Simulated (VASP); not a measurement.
# Pd (P6_3/mmc) in VASP: further runs

Pd is run at these levels: BLYP; tasks: single point.

All numbers are computed with VASP 6.6.1; they aren't measurements. Logs are shortened: lines on timing, memory, paths and dates and some standing lists are left out, and cuts for length are marked.

### Step 1. The cell of the first run

It takes space group P6_3/mmc (No. 194, hexagonal). The conventional cell has a = 2.822 Å, b = 2.822 Å, c = 4.764 Å, α = 90.00°, β = 90.00°, γ = 120.00°. Pd (site symmetry -6m2) has 12 Pd at 2.82 to 2.89 Å within 3.7 Å.

This isn't the form of Pd at room conditions, which is fcc.

### Step 2. Single point, BLYP, collinear spin

Contents of INCAR:

```
PREC = Accurate
ENCUT = 520
EDIFF = 1E-7
ISMEAR = -1
SIGMA = 0.05
LREAL = False
LASPH = True
NELM = 150
ALGO = Normal
ISIF = 2
LWAVE = False
LCHARG = True
ISPIN = 2
MAGMOM = 0.5 -0.5
LORBIT = 11
LMAXMIX = 4
GGA = B5
ALDAX = 1.0
AGGAX = 1.0
AGGAC = 1.0
ALDAC = 0.0
LELF = True
LVHAR = True
NBANDS = 21
```

Contents of KPOINTS:

```
Automatic mesh
0
Gamma
  13 13 7
```

Contents of POSCAR:

```
Pd
1.0
    2.8217590248      0.0000000000      0.0000000000
   -1.4108795124      2.4437149989      0.0000000000
    0.0000000000      0.0000000000      4.7639180449
Pd
2
Direct
    0.3333333333      0.6666666667      0.2500000000
    0.6666666667      0.3333333333      0.7500000000
```

Potentials or basis: VASP PAW PBE potentials, release 64 (Pd).

On the command line:

```sh
$ cat potpaw_PBE.64/Pd/POTCAR > POTCAR
$ mpirun -np 1 vasp_std > vasp.out
```

OUTCAR:

```text
PREC = Accurate
   ENCUT = 520
   EDIFF = 1E-7
   ISMEAR = -1
   LREAL = False
   LASPH = True
   NELM = 150
   ISIF = 2
   ISPIN = 2
   LORBIT = 11
   GGA = B5

 ion  position               nearest neighbor table
   1  0.333  0.667  0.250-   2 2.89   2 2.89   2 2.89   2 2.89   2 2.89   2 2.89
   2  0.667  0.333  0.750-   1 2.89   1 2.89   1 2.89   1 2.89   1 2.89   1 2.89

  LATTYP: Found a hexagonal cell.
 ALAT       =     2.8217590248
 C/A-ratio  =     1.6882795459

  Lattice vectors:

 A1 = (   2.8217590248,   0.0000000000,   0.0000000000)
 A2 = (  -1.4108795124,   2.4437149989,   0.0000000000)
 A3 = (   0.0000000000,   0.0000000000,   4.7639180449)

Analysis of symmetry for initial positions (statically):
=====================================================================
 Subroutine PRICEL returns:
 Original cell was already a primitive cell.

 Routine SETGRP: Setting up the symmetry group for a
 hexagonal supercell.

 Subroutine GETGRP returns: Found 24 space group operations
 (whereof 12 operations were pure point group operations)
 out of a pool of 24 trial point group operations.

The static configuration has the point symmetry D_3d.
 The point group associated with its full space group is D_6h.

Analysis of symmetry for dynamics (positions and initial velocities):
=====================================================================
 Subroutine PRICEL returns:
 Original cell was already a primitive cell.

 Routine SETGRP: Setting up the symmetry group for a
 hexagonal supercell.

 Subroutine GETGRP returns: Found 24 space group operations
 (whereof 12 operations were pure point group operations)
 out of a pool of 24 trial point group operations.

The dynamic configuration has the point symmetry D_3d.
 The point group associated with its full space group is D_6h.

Analysis of structural, dynamic, and magnetic symmetry:
=====================================================================
 Subroutine PRICEL returns:
 Original cell was already a primitive cell.

 Routine SETGRP: Setting up the symmetry group for a
 hexagonal supercell.

 Subroutine GETGRP returns: Found 24 space group operations
 (whereof 12 operations were pure point group operations)
 out of a pool of 24 trial point group operations.

The overall configuration has the point symmetry D_3d.
 The point group associated with its full space group is D_6h.
[... 117 lines left out ...]
   IMIX   =      4    mixing-type and parameters
     AMIX     =   0.40;   BMIX     =  1.00
     AMIX_MAG =   1.60;   BMIX_MAG =  1.00
  volume/ion in A,a.u.               =      16.42       110.84
  Fermi-wavevector in a.u.,A,eV,Ry     =   1.387522  2.622037 26.194175  1.925218
  Thomas-Fermi vector in A             =   2.511735
   LORBIT       =     11    0 simple, 1 ext, 2 COOP (PROOUT), +10 PAW based schemes
   GGA     = B5    functional components
   LHFCALC =     F    Hartree Fock is set to
   AEXX    =    0.0000 exact exchange contribution
   IVDW    =     0    specifies the selected vdW correction
   LEPSILON=     F    determine dielectric tensor
   LRPA    =     F    only Hartree local field effects (RPA)
 spin polarized calculation
  energy-cutoff  :      520.00
  volume of cell :       32.85
 maximum number of plane-waves:       896
 NGX is ok and might be reduce to    24
   NGX = 11   NGY = 11   NGZ = 17

 number of electron      19.9999996 magnetization      -0.0000000

 number of electron      19.9999996 magnetization       0.0000000

 Free energy of the ion-electron system (eV)
  ---------------------------------------------------
  ext. energy  EPLUGINS =         0.00000000
  ---------------------------------------------------
  free energy    TOTEN  =        -8.72899848 eV

  energy without entropy =       -8.68624754  energy(sigma->0) =       -8.70762301

 E-fermi :   8.5921     XC(G=0): -11.9024

 val. band max:        8.5911125551   @ k =   0.4615   0.0769   0.4286
 cond. band min:       8.5949696207   @ k =   0.4615   0.0769   0.0000
 fundamental gap:      0.0038570656
 Fermi energy:         8.5920681679

 spin component 1

 k-point     1 :       0.0000    0.0000    0.0000
  band No.  band energies     occupation
      1       2.3742      1.00000
      2       4.0733      1.00000
      3       6.0280      1.00000
      4       6.2564      1.00000
      5       6.2564      1.00000
      6       6.5320      1.00000
[... 565 lines left out ...]
     20      31.5836      0.00000
     21      32.2499      0.00000

 [... further k-points ...]

 spin component 2

 k-point     1 :       0.0000    0.0000    0.0000
  band No.  band energies     occupation
      1       2.3742      1.00000
      2       4.0733      1.00000
      3       6.0280      1.00000
      4       6.2564      1.00000
      5       6.2564      1.00000
      6       6.5320      1.00000
[... 565 lines left out ...]
     20      31.5836      0.00000
     21      32.2499      0.00000

 [... further k-points ...]

------------------------ aborting loop because EDIFF is reached ----------------------------------------

  FORCE on cell =-STRESS in cart. coord.  units (eV):
  Direction    XX          YY          ZZ          XY          YZ          ZX
  --------------------------------------------------------------------------------------
  -------------------------------------------------------------------------------------
  Total        0.0681446      0.0681446      0.0393759      0.0000000      0.0000000      0.0000000
  in kB        3.3235884      3.3235884      1.9204628      0.0000000      0.0000000      0.0000000
  external PRESSURE =       2.8558798 kB  Pullay stress =       0.0000000 kB

 VOLUME and BASIS-vectors are now :
 -----------------------------------------------------------------------------
  energy-cutoff  :      520.00
  volume of cell :       32.85
      direct lattice vectors                 reciprocal lattice vectors
     2.821759025  0.000000000  0.000000000     0.354388873  0.204606511  0.000000000
    -1.410879512  2.443714999  0.000000000     0.000000000  0.409213022  0.000000000
     0.000000000  0.000000000  4.763918045     0.000000000  0.000000000  0.209911252

 POSITION                                       TOTAL-FORCE (eV/Angst)
 -----------------------------------------------------------------------------------
     -0.00000      1.62914      1.19098         0.000000     -0.000000      0.000000
      1.41088      0.81457      3.57294        -0.000000      0.000000      0.000000
 -----------------------------------------------------------------------------------
    total drift:                               -0.000000      0.000000     -0.000000

  FREE ENERGIE OF THE ION-ELECTRON SYSTEM (eV)
  ---------------------------------------------------
  free  energy   TOTEN  =        -8.7289984829 eV

  energy  without entropy=       -8.6862475367  energy(sigma->0) =       -8.70762301

 total charge

# of ion       s       p       d       tot
------------------------------------------
    1        0.426   0.358   8.503   9.286
    2        0.426   0.358   8.503   9.286
--------------------------------------------------
tot          0.851   0.715  17.005  18.572

 magnetization (x)

# of ion       s       p       d       tot
------------------------------------------
    1       -0.000   0.000   0.000   0.000
    2        0.000  -0.000  -0.000  -0.000
--------------------------------------------------
tot          0.000   0.000   0.000   0.000
```

OSZICAR:

```text
N       E                     dE             d eps       ncg     rms          rms(c)
DAV:   1     0.117662446084E+03    0.11766E+03   -0.10152E+04  7056   0.929E+02
DAV:   2    -0.639858102057E+01   -0.12406E+03   -0.11508E+03  7866   0.225E+02
DAV:   3    -0.909806457589E+01   -0.26995E+01   -0.26692E+01  8331   0.354E+01
DAV:   4    -0.911773425538E+01   -0.19670E-01   -0.19666E-01  8429   0.299E+00
DAV:   5    -0.911808331008E+01   -0.34905E-03   -0.34905E-03  8675   0.431E-01    0.805E+00
DAV:   6    -0.873634314565E+01    0.38174E+00   -0.85884E-01  8621   0.842E+00    0.369E+00
DAV:   7    -0.873262059547E+01    0.37226E-02   -0.26140E-02  8370   0.102E+00    0.202E+00
DAV:   8    -0.872949084826E+01    0.31297E-02   -0.83650E-03  8802   0.557E-01    0.508E-01
DAV:   9    -0.872892602029E+01    0.56483E-03   -0.38898E-04  8440   0.136E-01    0.683E-02
DAV:  10    -0.872898264249E+01   -0.56622E-04   -0.10845E-04  8411   0.822E-02    0.335E-02
DAV:  11    -0.872899817200E+01   -0.15530E-04   -0.81044E-05  8423   0.412E-02    0.708E-03
DAV:  12    -0.872899840389E+01   -0.23189E-06   -0.15059E-06  8784   0.990E-03    0.432E-03
DAV:  13    -0.872899848293E+01   -0.79039E-07   -0.82020E-07  8481   0.501E-03
   1 F= -.87289985E+01 E0= -.87076230E+01  d E =-.427509E-01  mag=     0.0000
```

Wall time 2.1 min (1 thread of Intel Xeon 8259CL, shared host); peak memory 0.22 GiB.

What came out:

```yaml
Free_energy: -8.7290 eV
Pressure: 0.3 GPa
Band_gap_on_the_k_mesh: zero (filled and empty bands overlap)
Net_moment: 0.00 μB per cell
Valence_electrons_inside_the_program's_atomic_spheres: Pd 9.29
```

Stress tensor (GPa, compression positive):
```
0.33 0.00 0.00
0.00 0.33 0.00
0.00 0.00 0.19
```

Caveat: the PAW data sets were made with another functional, which shifts forces and pressure a little.

(Part 1 of 2 ends here.)
